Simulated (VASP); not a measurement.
A run of VASP 6.6.1 is set up as follows.

Contents of INCAR:

```
ALGO = Normal ; EDIFF = 1E-6
ENCUT = 520 ; GGA = PE
ISIF = 2 ; ISMEAR = -1
LASPH = T ; LCHARG = T
LELF = T ; LREAL = F
LVHAR = T ; LWAVE = F
NBANDS = 8 ; NELM = 60
PREC = Accurate ; SIGMA = 0.05
```

File KPOINTS:

```
k-points
0
Gamma
  11 11 16
```

POSCAR

```
B
1.0
    2.3461100000      0.0000000000      0.0000000000
    0.0000000000      2.3461100000      0.0000000000
    0.0000000000      0.0000000000      1.5857900000
B
1
Direct
    0.5000000000      0.5000000000      0.5000000000
```

Potentials or basis: VASP PAW PBE potentials, release 64 (B).

Run with:

```sh
$ cat potpaw_PBE.64/B/POTCAR > POTCAR
$ mpirun -np 1 vasp_std > vasp.out
```

Task: Estimate the pressure.

Result: -0.4 GPa.

Stress tensor (GPa, compression positive):
```
-1.17  0.00  0.00
 0.00 -1.17  0.00
 0.00  0.00  1.12
```
